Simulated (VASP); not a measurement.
# In (I4/mmm) in VASP: further runs, part 2 of 2

VASP 6.6.1. Earlier steps stand in the parts before.

**4. Electric field gradients, PBE (27.98 Å³/atom)**

This run uses another cell than the first one, of 27.98 Å³/atom.

The input, INCAR:

```
  PREC = Accurate
  ENCUT = 520
  EDIFF = 1E-8
  ISMEAR = -1
  SIGMA = 0.03
  LREAL = F
  LASPH = T
  NELM = 80
  ALGO = Normal
  ISIF = 2
  LWAVE = F
  LCHARG = F
  GGA = PE
  LEFG = T
  NBANDS = 12
```

The input, KPOINTS:

```
regular mesh
0
Gamma
  17 17 17
```

The input, POSCAR:

```
In
1.0
   -1.7279452601      1.7279452601      2.3424303480
    1.7279452601     -1.7279452601      2.3424303480
    1.7279452601      1.7279452601     -2.3424303480
In
1
Direct
    0.0000000000      0.0000000000      0.0000000000
```

Potentials or basis: VASP PAW PBE potentials, release 64 (In_d).

Command:

```bash
$ cat potpaw_PBE.64/In_d/POTCAR > POTCAR
$ mpirun -np 1 vasp_std > vasp.out
```

OUTCAR:

```text
PREC = Accurate
   ENCUT = 520
   EDIFF = 1E-8
   ISMEAR = -1
   LREAL = F
   LASPH = T
   NELM = 80
   ISIF = 2
   GGA = PE

 ion  position               nearest neighbor table
   1  0.000  0.000  0.000-

  LATTYP: Found a body centered tetragonal cell.
 ALAT       =     3.4558905202
 C/A-ratio  =     1.3556160615

  Lattice vectors:

 A1 = (  -1.7279452601,   1.7279452601,   2.3424303480)
 A2 = (   1.7279452601,  -1.7279452601,   2.3424303480)
 A3 = (   1.7279452601,   1.7279452601,  -2.3424303480)

Analysis of symmetry for initial positions (statically):
=====================================================================
 Subroutine PRICEL returns:
 Original cell was already a primitive cell.

 Routine SETGRP: Setting up the symmetry group for a
 body centered tetragonal supercell.

 Subroutine GETGRP returns: Found 16 space group operations
 (whereof 16 operations were pure point group operations)
 out of a pool of 16 trial point group operations.

The static configuration has the point symmetry D_4h.

Analysis of symmetry for dynamics (positions and initial velocities):
=====================================================================
 Subroutine PRICEL returns:
 Original cell was already a primitive cell.

 Routine SETGRP: Setting up the symmetry group for a
 body centered tetragonal supercell.

 Subroutine GETGRP returns: Found 16 space group operations
 (whereof 16 operations were pure point group operations)
 out of a pool of 16 trial point group operations.

The dynamic configuration has the point symmetry D_4h.

 Subroutine INISYM returns: Found 16 space group operations
 (whereof 16 operations are pure point group operations),
 and found     1 'primitive' translations

----------------------------------------------------------------------------------------

                                     Primitive cell

  volume of cell :      27.9761

  direct lattice vectors                    reciprocal lattice vectors
    -1.727945260  1.727945260  2.342430348     0.000000000  0.289361018  0.213453519
     1.727945260 -1.727945260  2.342430348     0.289361018  0.000000000  0.213453519
     1.727945260  1.727945260 -2.342430348     0.289361018  0.289361018  0.000000000

  length of vectors
     3.385050898  3.385050898  3.385050898     0.359572251  0.359572251  0.409218276

  position of ions in fractional coordinates (direct lattice)
     0.000000000  0.000000000  0.000000000

  ion indices of the primitive-cell ions
   primitive index   ion index
                 1           1

----------------------------------------------------------------------------------------

 KPOINTS: regular mesh

Automatic generation of k-mesh.
 Grid dimensions read from file:
 generate k-points for:   17   17   17

 Generating k-lattice:

  Cartesian coordinates                     Fractional coordinates (reciprocal lattice)
     0.000000000  0.017021236  0.012556089     0.058823529  0.000000000  0.000000000
[... 73 lines left out ...]
   EFERMI =   0.00;   METHOD = LEGACY
   ISMEAR =    -1;   SIGMA  =   0.03  broadening in eV -4-tet -1-fermi 0-gaus
   EFERMI_NEDOS =   21; number of points for ismear=-14 and -15
   IALGO  =     38    algorithm
   IMIX   =      4    mixing-type and parameters
     AMIX     =   0.40;   BMIX     =  1.00
     AMIX_MAG =   1.60;   BMIX_MAG =  1.00
  volume/ion in A,a.u.               =      27.98       188.79
  Fermi-wavevector in a.u.,A,eV,Ry     =   1.268023  2.396216 21.876561  1.607882
  Thomas-Fermi vector in A             =   2.401140
   LORBIT       =      0    0 simple, 1 ext, 2 COOP (PROOUT), +10 PAW based schemes
   GGA     = PE    functional components
   LHFCALC =     F    Hartree Fock is set to
   AEXX    =    0.0000 exact exchange contribution
   IVDW    =     0    specifies the selected vdW correction
   LEPSILON=     F    determine dielectric tensor
   LRPA    =     F    only Hartree local field effects (RPA)
 non-spin polarized calculation
  energy-cutoff  :      520.00
  volume of cell :       27.98
 maximum number of plane-waves:       781
 NGX is ok and might be reduce to    28
   NGX = 13   NGY = 13   NGZ = 13

 number of electron      12.9999994 magnetization

 Free energy of the ion-electron system (eV)
  ---------------------------------------------------
  ext. energy  EPLUGINS =         0.00000000
  ---------------------------------------------------
  free energy    TOTEN  =        -2.56024099 eV

  energy without entropy =       -2.55880636  energy(sigma->0) =       -2.55952368

 E-fermi :   6.7874     XC(G=0):  -9.9392

 val. band max:        6.7819840568   @ k =  -0.2353   0.3529   0.1765
 cond. band min:       6.7897944568   @ k =   0.2353   0.2353   0.1765
 fundamental gap:      0.0078104001
 Fermi energy:         6.7874444234

 k-point     1 :       0.0000    0.0000    0.0000
  band No.  band energies     occupation
      1      -7.8030      2.00000
      2      -7.8030      2.00000
      3      -7.7576      2.00000
      4      -7.6704      2.00000
      5      -7.6234      2.00000
      6      -2.3093      2.00000
      7      16.6989      0.00000
      8      16.8030      0.00000
      9      16.8030      0.00000
     10      18.1783      0.00000
     11      20.2158      0.00000
     12      20.2177      0.00000
[... 331 lines left out ...]
 k-point    24 :      -0.1176    0.0588   -0.0000
  band No.  band energies     occupation
      1      -7.8115      2.00000
      2      -7.7791      2.00000
      3      -7.7399      2.00000
      4      -7.6763      2.00000
      5      -7.6215      2.00000
      6      -2.0509      2.00000
      7      14.7081      0.00000
      8      15.7292      0.00000
      9      16.3907      0.00000
     10      17.6971      0.00000
     11      20.3514      0.00000
     12      20.8010      0.00000

 [... further k-points ...]

------------------------ aborting loop because EDIFF is reached ----------------------------------------

  FORCE on cell =-STRESS in cart. coord.  units (eV):
  Direction    XX          YY          ZZ          XY          YZ          ZX
  --------------------------------------------------------------------------------------
  -------------------------------------------------------------------------------------
  Total       -0.1012691     -0.1012691     -0.1488369      0.0000000      0.0000000      0.0000000
  in kB       -5.7996385     -5.7996385     -8.5238275      0.0000000      0.0000000      0.0000000
  external PRESSURE =      -6.7077015 kB  Pullay stress =       0.0000000 kB

 VOLUME and BASIS-vectors are now :
 -----------------------------------------------------------------------------
  energy-cutoff  :      520.00
  volume of cell :       27.98
      direct lattice vectors                 reciprocal lattice vectors
    -1.727945260  1.727945260  2.342430348     0.000000000  0.289361018  0.213453519
     1.727945260 -1.727945260  2.342430348     0.289361018  0.000000000  0.213453519
     1.727945260  1.727945260 -2.342430348     0.289361018  0.289361018  0.000000000

 POSITION                                       TOTAL-FORCE (eV/Angst)
 -----------------------------------------------------------------------------------
      0.00000      0.00000      0.00000         0.000000     -0.000000     -0.000000
 -----------------------------------------------------------------------------------
    total drift:                                0.000000     -0.000000     -0.000000

  FREE ENERGIE OF THE ION-ELECTRON SYSTEM (eV)
  ---------------------------------------------------
  free  energy   TOTEN  =        -2.5602409885 eV

  energy  without entropy=       -2.5588063642  energy(sigma->0) =       -2.55952368

 Electric field gradients (V/A^2)
---------------------------------------------------------------------
 ion       V_xx      V_yy      V_zz      V_xy      V_xz      V_yz
---------------------------------------------------------------------
   1       3.769     3.769    -7.538     0.000     0.000     0.000
---------------------------------------------------------------------

 Electric field gradients after diagonalization (V/A^2)
 (convention: |V_zz| > |V_xx| > |V_yy|)
----------------------------------------------------------------------
 ion       V_xx      V_yy      V_zz     asymmetry (V_yy - V_xx)/ V_zz
----------------------------------------------------------------------
   1       3.769     3.769    -7.538       0.000
----------------------------------------------------------------------

           NMR quadrupolar parameters

 Cq : quadrupolar parameter    Cq=e*Q*V_zz/h
 eta: asymmetry parameters     (V_yy - V_xx)/ V_zz
 Q  : nuclear electric quadrupole moment in mb (millibarn)
----------------------------------------------------------------------
 ion       Cq(MHz)       eta       Q (mb)
----------------------------------------------------------------------
   1      -0.018       0.000       1.000
----------------------------------------------------------------------
```

OSZICAR:

```text
N       E                     dE             d eps       ncg     rms          rms(c)
DAV:   1     0.781824703191E+02    0.78182E+02   -0.62693E+03  9848   0.133E+03
DAV:   2     0.129196235038E+01   -0.76891E+02   -0.75034E+02 10116   0.287E+02
DAV:   3    -0.249168307209E+01   -0.37836E+01   -0.37728E+01 11672   0.645E+01
DAV:   4    -0.257928079754E+01   -0.87598E-01   -0.87569E-01 12384   0.991E+00
DAV:   5    -0.258321585444E+01   -0.39351E-02   -0.39349E-02 13492   0.183E+00    0.198E+00
DAV:   6    -0.256393093015E+01    0.19285E-01   -0.31967E-02 12468   0.354E+00    0.989E-01
DAV:   7    -0.256040996209E+01    0.35210E-02   -0.10224E-02 12628   0.183E+00    0.231E-01
DAV:   8    -0.256023298188E+01    0.17698E-03   -0.80008E-04 13568   0.469E-01    0.305E-02
DAV:   9    -0.256024024817E+01   -0.72663E-05   -0.11525E-05 13088   0.450E-02    0.133E-02
DAV:  10    -0.256024099365E+01   -0.74548E-06   -0.11665E-06 11080   0.105E-02    0.162E-03
DAV:  11    -0.256024098849E+01    0.51582E-08   -0.48508E-08 12692   0.192E-03
   1 F= -.25602410E+01 E0= -.25595237E+01  d E =-.143462E-02
```

Wall time 1.9 min (1 thread of Intel Xeon Platinum 8259CL at 2.50GHz (Skylake/Cascade Lake), shared host); peak memory 0.26 GiB.

What came out:

- Free energy: -2.5602 eV
- Pressure: -0.7 GPa
- Band gap on the k mesh: zero (an odd number of electrons rules out a gap without spin polarisation)
- Largest electric field gradient by atom: In -7.5 V/Å²

Stress tensor (GPa, compression positive):
```
-0.58  0.00  0.00
 0.00 -0.58  0.00
 0.00  0.00 -0.85
```

Levels at points of the mesh, in eV from the Fermi level:
| k point | band 3 | band 4 | band 5 | band 6 | band 7 | band 8 | band 9 | band 10 |
| --- | --- | --- | --- | --- | --- | --- | --- | --- |
| (0.00, 0.00, 0.00) | -14.55 | -14.46 | -14.41 | -9.10 | 9.91 | 10.02 | 10.02 | 11.39 |

Electric field gradients, principal values (V/Å²):
```
atom  least  middle  greatest (by size)
1 In  3.769   3.769              -7.538
```

Caveat: without QUAD_EFG the Cq values of the log hold for a quadrupole moment of 1 mb, not for the nuclei; spin-orbit coupling is left out, which moves the levels of the heavy elements.

**5. Overview**

| cell | gap on the mesh (eV) | pressure (GPa) |
| --- | --- | --- |
| a = 3.320 Å, angles 118.6, 118.6, 92.4°, 1 atom | none | 1.6 |
| a = 3.342 Å, angles 118.6, 118.6, 92.4°, 1 atom | none | 0.7 |
| a = 3.385 Å, angles 118.6, 118.6, 92.4°, 1 atom | none | -0.7 |

Alike in all rows: task electric field gradients; level PBE; potentials or basis VASP PAW PBE potentials, release 64 (In_d); no spin polarisation; k mesh 17 × 17 × 17; cutoff (eV) 520; smearing fermi-dirac 0.03 eV.

Caveats: spin-orbit coupling is left out, which moves the levels of the heavy elements.

Absolute energies hang on the potentials; compare differences alone.

The gap in the log of VASP goes by the Fermi energy; the results here count the filled bands.